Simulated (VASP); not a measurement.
# BiTe2 in VASP: notebook, part 2 of 2

VASP 6.6.1.

## Step 3: Single point, PBEsol

Contents of INCAR:

```
PREC = Accurate ; ENCUT = 520
EDIFF = 1E-6 ; ISMEAR = 1
SIGMA = 0.2 ; LREAL = False
LASPH = True ; NELM = 60
ALGO = Normal ; ISIF = 2
LWAVE = False ; LCHARG = False
LDIPOL = True ; IDIPOL = 3
DIPOL = 0.5 0.5 0.500 ; GGA = PS
NBANDS = 36
```

Contents of KPOINTS:

```
Automatic mesh
0
Gamma
  9 9 1
```

Contents of POSCAR:

```
BiTe2
1.0
    4.3808388080      0.0000000000      0.0000000000
   -2.1904194040      3.7939176976      0.0000000000
    0.0000000000      0.0000000000     25.1077656495
Te Bi
4 2
Direct
    0.6666666667      0.3333333333      0.2987123627
    0.3333333333      0.6666666667      0.4476575435
    0.6666666667      0.3333333333      0.5523424565
    0.3333333333      0.6666666667      0.7012876373
    0.0000000000      0.0000000000      0.3790161249
    0.0000000000      0.0000000000      0.6209838751
```

Potentials or basis: VASP PAW PBE potentials, release 64 (Te, Bi_d).

Run with:

```bash
cat potpaw_PBE.64/Te/POTCAR potpaw_PBE.64/Bi_d/POTCAR > POTCAR
mpirun -np 1 vasp_std > vasp.out
```

OUTCAR:

```text
PREC = Accurate
   ENCUT = 520
   EDIFF = 1E-6
   ISMEAR = 1
   LREAL = False
   LASPH = True
   NELM = 60
   ISIF = 2
   GGA = PS

 ion  position               nearest neighbor table
   1  0.667  0.333  0.299-   5 3.23   5 3.23   5 3.23
   2  0.333  0.667  0.448-   5 3.06   5 3.06   5 3.06   3 3.65   3 3.65   3 3.65
   3  0.667  0.333  0.552-   6 3.06   6 3.06   6 3.06   2 3.65   2 3.65   2 3.65
   4  0.333  0.667  0.701-   6 3.23   6 3.23   6 3.23
   5  0.000  0.000  0.379-   2 3.06   2 3.06   2 3.06   1 3.23   1 3.23   1 3.23
   6  0.000  0.000  0.621-   3 3.06   3 3.06   3 3.06   4 3.23   4 3.23   4 3.23

  LATTYP: Found a hexagonal cell.
 ALAT       =     4.3808388080
 C/A-ratio  =     5.7312689989

  Lattice vectors:

 A1 = (   4.3808388080,   0.0000000000,   0.0000000000)
 A2 = (  -2.1904194040,   3.7939176976,   0.0000000000)
 A3 = (   0.0000000000,   0.0000000000,  25.1077656495)

Analysis of symmetry for initial positions (statically):
=====================================================================
 Subroutine PRICEL returns:
 Original cell was already a primitive cell.

 Routine SETGRP: Setting up the symmetry group for a
 hexagonal supercell.

 Subroutine GETGRP returns: Found 12 space group operations
 (whereof 12 operations were pure point group operations)
 out of a pool of 24 trial point group operations.

The static configuration has the point symmetry D_3d.

Analysis of symmetry for dynamics (positions and initial velocities):
=====================================================================
 Subroutine PRICEL returns:
 Original cell was already a primitive cell.

 Routine SETGRP: Setting up the symmetry group for a
 hexagonal supercell.

 Subroutine GETGRP returns: Found 12 space group operations
 (whereof 12 operations were pure point group operations)
 out of a pool of 24 trial point group operations.

The dynamic configuration has the point symmetry D_3d.

 Subroutine INISYM returns: Found 12 space group operations
 (whereof 12 operations are pure point group operations),
[... 120 lines left out ...]
   LEPSILON=     F    determine dielectric tensor
   LRPA    =     F    only Hartree local field effects (RPA)
 non-spin polarized calculation
 Methfessel and Paxton  Order N= 1 SIGMA  =   0.20
  energy-cutoff  :      520.00
  volume of cell :      417.30
 maximum number of plane-waves:     11264
 NGX is ok and might be reduce to    36
   NGX = 17   NGY = 17   NGZ = 93

 dipolmoment           0.000000      0.000000      0.000000 electrons x Angstroem

 number of electron      53.9999999 magnetization

 dipolmoment           0.000000      0.000000     -0.000000 electrons x Angstroem

 Free energy of the ion-electron system (eV)
  ---------------------------------------------------
  ext. energy  EPLUGINS =         0.00000000
  ---------------------------------------------------
  free energy    TOTEN  =       -22.24931981 eV

  energy without entropy =      -22.23494032  energy(sigma->0) =      -22.24452665

 E-fermi :  -0.2634     XC(G=0):  -5.1739

 val. band max:       -0.3197196475   @ k =   0.2222   0.1111   0.0000
 cond. band min:      -0.2630943640   @ k =   0.3333   0.2222   0.0000
 fundamental gap:      0.0566252836
 Fermi energy:        -0.2634279154

 k-point     1 :       0.0000    0.0000    0.0000
  band No.  band energies     occupation
      1     -22.8689      2.00000
      2     -22.8689      2.00000
      3     -22.8689      2.00000
      4     -22.8689      2.00000
      5     -22.8577      2.00000
      6     -22.8576      2.00000
[... 457 lines left out ...]
     35       5.5988      0.00000
     36       6.2195      0.00000

------------------------ aborting loop because EDIFF is reached ----------------------------------------

 vacuum level on the upper side and lower side of the slab       (xc-potential included)        -0.110        -0.110

  FORCE on cell =-STRESS in cart. coord.  units (eV):
  Direction    XX          YY          ZZ          XY          YZ          ZX
  --------------------------------------------------------------------------------------
  -------------------------------------------------------------------------------------
  Total       -3.9227775     -3.9227775     -2.0768718     -0.0000000      0.0000000      0.0000000
  in kB      -15.0609030    -15.0609030     -7.9738309     -0.0000000      0.0000000      0.0000000
  external PRESSURE =     -12.6985456 kB  Pullay stress =       0.0000000 kB

 VOLUME and BASIS-vectors are now :
 -----------------------------------------------------------------------------
  energy-cutoff  :      520.00
  volume of cell :      417.30
      direct lattice vectors                 reciprocal lattice vectors
     4.380838808  0.000000000  0.000000000     0.228266787  0.131789891  0.000000000
    -2.190419404  3.793917698  0.000000000     0.000000000  0.263579782  0.000000000
     0.000000000  0.000000000 25.107765649     0.000000000  0.000000000  0.039828315

 POSITION                                       TOTAL-FORCE (eV/Angst)
 -----------------------------------------------------------------------------------
      2.19042      1.26464      7.50000         0.000000      0.000000      0.666460
     -0.00000      2.52928     11.23968         0.000000      0.000000      0.731112
      2.19042      1.26464     13.86808        -0.000000     -0.000000     -0.731112
     -0.00000      2.52928     17.60777        -0.000000      0.000000     -0.666460
      0.00000      0.00000      9.51625        -0.000000      0.000000     -1.091271
      0.00000      0.00000     15.59152         0.000000     -0.000000      1.091271
 -----------------------------------------------------------------------------------
    total drift:                                0.000000      0.000000     -0.000000

  FREE ENERGIE OF THE ION-ELECTRON SYSTEM (eV)
  ---------------------------------------------------
  free  energy   TOTEN  =       -22.2493198070 eV

  energy  without entropy=      -22.2349403217  energy(sigma->0) =      -22.24452665

 vacuum level on the upper side and lower side of the slab         5.305         5.305
```

OSZICAR:

```text
N       E                     dE             d eps       ncg     rms          rms(c)
DAV:   1     0.422489103456E+03    0.42249E+03   -0.22576E+04   992   0.122E+03
DAV:   2     0.183157107775E+02   -0.40417E+03   -0.39638E+03  1032   0.278E+02
DAV:   3    -0.208702490751E+02   -0.39186E+02   -0.38871E+02  1052   0.107E+02
DAV:   4    -0.224921436335E+02   -0.16219E+01   -0.16156E+01  1068   0.229E+01
[... 18 lines left out ...]
DAV:  23    -0.222493151287E+02   -0.20701E-05   -0.36634E-07   500   0.285E-03    0.111E-03
DAV:  24    -0.222493171385E+02   -0.20098E-05   -0.65721E-08   540   0.188E-03    0.942E-04
DAV:  25    -0.222493184085E+02   -0.12700E-05   -0.21189E-08   500   0.852E-04    0.676E-04
DAV:  26    -0.222493194420E+02   -0.10335E-05   -0.23135E-08   552   0.608E-04    0.471E-04
DAV:  27    -0.222493198070E+02   -0.36498E-06   -0.72947E-09   504   0.455E-04
   1 F= -.22249320E+02 E0= -.22244527E+02  d E =-.143795E-01
```

stdout:

```text
POSCAR found type information on POSCAR TeBi
 POSCAR found :  2 types and       6 ions
 scaLAPACK will be used
 -----------------------------------------------------------------------------
|                                                                             |
|                                                                             |
|     You enforced a specific xc type in the INCAR file but a different       |
|     I HOPE YOU KNOW WHAT YOU ARE DOING!                                     |
|                                                                             |
 -----------------------------------------------------------------------------

 LDA part: xc-table for (Slater+PW92), standard interpolation
 POSCAR, INCAR and KPOINTS ok, starting setup
 FFT: planning ... GRIDC
 FFT: planning ... GRID_SOFT
 FFT: planning ... GRID
 WAVECAR not read
 entering main loop
```

Wall time 4.5 min (1 thread of Intel Xeon 6975P-C (Granite Rapids), shared host); peak memory 0.58 GiB.

Results:

```
Free energy            : -22.2493 eV
Largest force          : 1.091 eV/Å
Band gap on the k mesh : zero (bands 27 and 28 overlap by 0.29 eV)
```

Forces on the atoms (eV/Å):
```
Te   0.000  0.000  0.666
Te   0.000  0.000  0.731
Te   0.000  0.000 -0.731
Te   0.000  0.000 -0.666
Bi   0.000  0.000 -1.091
Bi   0.000  0.000  1.091
```

Levels at points of the mesh, in eV from the Fermi level:
```tsv
k point	band 24	band 25	band 26	band 27	band 28	band 29	band 30	band 31
(0.00, 0.00, 0.00)	-0.12	-0.12	0.03	0.03	0.33	1.44	1.69	1.87
```

Caveat: the PAW data sets were made with another functional, which shifts forces and pressure a little; spin-orbit coupling is left out, which moves the levels of the heavy elements.

## Step 4: Single point, PBEsol

Contents of INCAR:

```
ALGO = Normal ; DIPOL = 0.5 0.5 0.500
EDIFF = 1E-6 ; ENCUT = 520
GGA = PS ; IDIPOL = 3
ISIF = 2 ; ISMEAR = 0
LASPH = T ; LCHARG = F
LDIPOL = T ; LREAL = F
LWAVE = F ; NBANDS = 36
NELM = 100 ; PREC = Accurate
SIGMA = 0.05
```

Contents of KPOINTS:

```
k-points
0
Gamma
  9 9 1
```

POSCAR is that of step 3.

Potentials or basis: VASP PAW PBE potentials, release 64 (Te, Bi_d).

Run with:

```bash
cat potpaw_PBE.64/Te/POTCAR potpaw_PBE.64/Bi_d/POTCAR > POTCAR
mpirun -np 1 vasp_std > vasp.out
```

OUTCAR:

```text
EDIFF = 1E-6
   ENCUT = 520
   GGA = PS
   ISIF = 2
   ISMEAR = 0
   LASPH = T
   LREAL = F
   NELM = 100
   PREC = Accurate

 ion  position               nearest neighbor table
   1  0.667  0.333  0.299-   5 3.23   5 3.23   5 3.23
   2  0.333  0.667  0.448-   5 3.06   5 3.06   5 3.06   3 3.65   3 3.65   3 3.65
   3  0.667  0.333  0.552-   6 3.06   6 3.06   6 3.06   2 3.65   2 3.65   2 3.65
   4  0.333  0.667  0.701-   6 3.23   6 3.23   6 3.23
   5  0.000  0.000  0.379-   2 3.06   2 3.06   2 3.06   1 3.23   1 3.23   1 3.23
   6  0.000  0.000  0.621-   3 3.06   3 3.06   3 3.06   4 3.23   4 3.23   4 3.23

  LATTYP: Found a hexagonal cell.
 ALAT       =     4.3808388080
[... 665 lines left out ...]
  Total       -3.9699768     -3.9699768     -1.9740455      0.0000000      0.0000000      0.0000000
  in kB      -15.2421175    -15.2421175     -7.5790453      0.0000000      0.0000000      0.0000000
  external PRESSURE =     -12.6877601 kB  Pullay stress =       0.0000000 kB

 VOLUME and BASIS-vectors are now :
 -----------------------------------------------------------------------------
  energy-cutoff  :      520.00
  volume of cell :      417.30
      direct lattice vectors                 reciprocal lattice vectors
     4.380838808  0.000000000  0.000000000     0.228266787  0.131789891  0.000000000
    -2.190419404  3.793917698  0.000000000     0.000000000  0.263579782  0.000000000
     0.000000000  0.000000000 25.107765649     0.000000000  0.000000000  0.039828315

 POSITION                                       TOTAL-FORCE (eV/Angst)
 -----------------------------------------------------------------------------------
      2.19042      1.26464      7.50000        -0.000000      0.000000      0.649257
     -0.00000      2.52928     11.23968        -0.000000      0.000000      0.719338
      2.19042      1.26464     13.86808         0.000000      0.000000     -0.719338
     -0.00000      2.52928     17.60777         0.000000     -0.000000     -0.649257
      0.00000      0.00000      9.51625         0.000000     -0.000000     -1.074625
      0.00000      0.00000     15.59152        -0.000000      0.000000      1.074625
 -----------------------------------------------------------------------------------
    total drift:                                0.000000      0.000000     -0.000000

  FREE ENERGIE OF THE ION-ELECTRON SYSTEM (eV)
  ---------------------------------------------------
  free  energy   TOTEN  =       -22.2483733432 eV

  energy  without entropy=      -22.2354068764  energy(sigma->0) =      -22.24189011

 vacuum level on the upper side and lower side of the slab         5.196         5.196
```

OSZICAR:

```text
N       E                     dE             d eps       ncg     rms          rms(c)
DAV:   1     0.422484328580E+03    0.42248E+03   -0.22576E+04   992   0.122E+03
DAV:   2     0.183132327146E+02   -0.40417E+03   -0.39639E+03  1032   0.278E+02
DAV:   3    -0.208740440000E+02   -0.39187E+02   -0.38880E+02  1052   0.107E+02
DAV:   4    -0.224937707514E+02   -0.16197E+01   -0.16133E+01  1068   0.229E+01
[... 15 lines left out ...]
DAV:  20    -0.222483593000E+02   -0.73307E-05   -0.74974E-07   688   0.357E-03    0.175E-02
DAV:  21    -0.222483677077E+02   -0.84077E-05   -0.50149E-07   696   0.344E-03    0.118E-02
DAV:  22    -0.222483701687E+02   -0.24610E-05   -0.67845E-08   544   0.128E-03    0.729E-03
DAV:  23    -0.222483724662E+02   -0.22974E-05   -0.21856E-07   524   0.306E-03    0.347E-03
DAV:  24    -0.222483733432E+02   -0.87701E-06   -0.11337E-07   496   0.159E-03
   1 F= -.22248373E+02 E0= -.22241890E+02  d E =-.129665E-01
```

It took 2.7 min on 1 thread of Intel Xeon 6975P-C (Granite Rapids), shared host; peak memory 0.59 GiB.

Results:

- Free energy: -22.2484 eV
- Largest force: 1.075 eV/Å
- Band gap on the k mesh: zero (bands 27 and 28 overlap by 0.29 eV)

Forces in eV/Å, atoms in the order of the input:
```
Te   0.000  0.000  0.649
Te   0.000  0.000  0.719
Te   0.000  0.000 -0.719
Te   0.000  0.000 -0.649
Bi   0.000  0.000 -1.075
Bi   0.000  0.000  1.075
```

Levels at points of the mesh, in eV from the Fermi level:
| k point | band 25 | band 26 | band 27 | band 28 | band 29 | band 30 |
| --- | --- | --- | --- | --- | --- | --- |
| (0.00, 0.00, 0.00) | -0.13 | 0.02 | 0.02 | 0.32 | 1.43 | 1.68 |

Caveat: the PAW data sets were made with another functional, which shifts forces and pressure a little; spin-orbit coupling is left out, which moves the levels of the heavy elements.

## Step 5: Single point, PBEsol

This run uses another cell than the first one.

Contents of INCAR:

```
SYSTEM = BiTe2
PREC = Accurate ; ENCUT = 520
EDIFF = 1E-6 ; ISMEAR = 0
SIGMA = 0.05 ; LREAL = .FALSE.
LASPH = .TRUE. ; NELM = 100
ALGO = Normal ; ISIF = 2
LWAVE = .FALSE. ; LCHARG = .TRUE.
LDIPOL = .TRUE. ; IDIPOL = 3
DIPOL = 0.5 0.5 0.500 ; GGA = PS
LELF = .TRUE. ; LVHAR = .TRUE.
LVACPOTAV = .TRUE. ; NBANDS = 36
```

Contents of KPOINTS:

```
Automatic mesh
0
G
  9 9 1
  0 0 0
```

Contents of POSCAR:

```
BiTe2
1.0
    4.3808388080      0.0000000000      0.0000000000
   -2.1904194040      3.7939176976      0.0000000000
    0.0000000000      0.0000000000     32.1077656495
Te Bi
4 2
Direct
    0.6666666667      0.3333333333      0.3425962467
    0.3333333333      0.6666666667      0.4590690257
    0.6666666667      0.3333333333      0.5409309743
    0.3333333333      0.6666666667      0.6574037533
    0.0000000000      0.0000000000      0.4053925204
    0.0000000000      0.0000000000      0.5946074796
```

Potentials or basis: VASP PAW PBE potentials, release 64 (Te, Bi_d).

Run with:

```bash
cat potpaw_PBE.64/Te/POTCAR potpaw_PBE.64/Bi_d/POTCAR > POTCAR
mpirun -np 1 vasp_std > vasp.out
```

OUTCAR:

```text
SYSTEM = BiTe2
   PREC = Accurate
   ENCUT = 520
   EDIFF = 1E-6
   ISMEAR = 0
   LREAL = .FALSE.
   LASPH = .TRUE.
   NELM = 100
   ISIF = 2
   GGA = PS

 ion  position               nearest neighbor table
   1  0.667  0.333  0.343-   5 3.23   5 3.23   5 3.23
   2  0.333  0.667  0.459-   5 3.06   5 3.06   5 3.06   3 3.65   3 3.65   3 3.65
   3  0.667  0.333  0.541-   6 3.06   6 3.06   6 3.06   2 3.65   2 3.65   2 3.65
   4  0.333  0.667  0.657-   6 3.23   6 3.23   6 3.23
   5  0.000  0.000  0.405-   2 3.06   2 3.06   2 3.06   1 3.23   1 3.23   1 3.23
   6  0.000  0.000  0.595-   3 3.06   3 3.06   3 3.06   4 3.23   4 3.23   4 3.23

  LATTYP: Found a hexagonal cell.
[... 662 lines left out ...]
  Total       -3.9669727     -3.9669727     -1.9686139      0.0000000      0.0000000     -0.0000000
  in kB      -11.9100760    -11.9100760     -5.9103864      0.0000000      0.0000000     -0.0000000
  external PRESSURE =      -9.9101795 kB  Pullay stress =       0.0000000 kB

 VOLUME and BASIS-vectors are now :
 -----------------------------------------------------------------------------
  energy-cutoff  :      520.00
  volume of cell :      533.65
      direct lattice vectors                 reciprocal lattice vectors
     4.380838808  0.000000000  0.000000000     0.228266787  0.131789891  0.000000000
    -2.190419404  3.793917698  0.000000000     0.000000000  0.263579782  0.000000000
     0.000000000  0.000000000 32.107765650     0.000000000  0.000000000  0.031145113

 POSITION                                       TOTAL-FORCE (eV/Angst)
 -----------------------------------------------------------------------------------
      2.19042      1.26464     11.00000        -0.000000     -0.000000      0.649668
     -0.00000      2.52928     14.73968         0.000000     -0.000000      0.719431
      2.19042      1.26464     17.36808        -0.000000      0.000000     -0.719431
     -0.00000      2.52928     21.10777         0.000000      0.000000     -0.649668
      0.00000      0.00000     13.01625         0.000000      0.000000     -1.074183
      0.00000      0.00000     19.09152        -0.000000      0.000000      1.074183
 -----------------------------------------------------------------------------------
    total drift:                               -0.000000      0.000000      0.000000

  FREE ENERGIE OF THE ION-ELECTRON SYSTEM (eV)
  ---------------------------------------------------
  free  energy   TOTEN  =       -22.2474334604 eV

  energy  without entropy=      -22.2344670922  energy(sigma->0) =      -22.24095028

 vacuum level on the upper side and lower side of the slab         4.220         4.220
```

stdout:

```text
POSCAR found type information on POSCAR TeBi
 POSCAR found :  2 types and       6 ions
 scaLAPACK will be used
 -----------------------------------------------------------------------------
[... 23 lines left out ...]
|     Did not find any points to average over, which means that no vacuum     |
|     field-free region was found. Please increase the size of  your cell     |
|     in the dimension of the dipole correction to obtain accurate            |
|     workfunction values.                                                    |
|                                                                             |
 -----------------------------------------------------------------------------
```

Run time: 4.7 min. Hardware: 1 thread of Intel Xeon 6975P-C (Granite Rapids), shared host; peak memory 0.74 GiB.

Results:

```yaml
Free_energy: -22.2474 eV
Largest_force: 1.074 eV/Å
Band_gap_on_the_k_mesh: zero (bands 27 and 28 overlap by 0.29 eV)
```

Forces on the atoms (eV/Å):
```
Te   0.000  0.000  0.650
Te   0.000  0.000  0.719
Te   0.000  0.000 -0.719
Te   0.000  0.000 -0.650
Bi   0.000  0.000 -1.074
Bi   0.000  0.000  1.074
```

Levels at points of the mesh, in eV from the Fermi level:
```tsv
k point	band 25	band 26	band 27	band 28	band 29	band 30
(0.00, 0.00, 0.00)	-0.13	0.02	0.02	0.32	1.43	1.68
```

Caveat: the PAW data sets were made with another functional, which shifts forces and pressure a little; spin-orbit coupling is left out, which moves the levels of the heavy elements.

## Step 6: Overview

```csv
level,potentials or basis,cell,smearing,gap on the mesh (eV),largest force (eV/Å)
LDA,"VASP PAW LDA potentials, release 64 (Te, Bi_d)","a = 4.381, b = 4.381, c = 25.108 Å, angles 90.0, 90.0, 120.0°, 6 atoms",gaussian 0.05 eV,none,1.04
PBEsol,"VASP PAW PBE potentials, release 64 (Te, Bi_d)","a = 4.381, b = 4.381, c = 25.108 Å, angles 90.0, 90.0, 120.0°, 6 atoms",methfessel-paxton 0.2 eV,none,1.09
PBEsol,"VASP PAW PBE potentials, release 64 (Te, Bi_d)","a = 4.381, b = 4.381, c = 25.108 Å, angles 90.0, 90.0, 120.0°, 6 atoms",gaussian 0.05 eV,none,1.07
PBEsol,"VASP PAW PBE potentials, release 64 (Te, Bi_d)","a = 4.381, b = 4.381, c = 32.108 Å, angles 90.0, 90.0, 120.0°, 6 atoms",gaussian 0.05 eV,none,1.07
```

Alike in all rows: task single point; no spin polarisation; k mesh 9 × 9 × 1; cutoff (eV) 520.

Caveats: spin-orbit coupling is left out, which moves the levels of the heavy elements; the PAW data sets were made with another functional, which shifts forces and pressure a little (at least some runs).

Total energies depend on the potentials used, so only differences within one code and one set of settings carry meaning.

The gap in the log of VASP goes by the Fermi energy; the results here count the filled bands.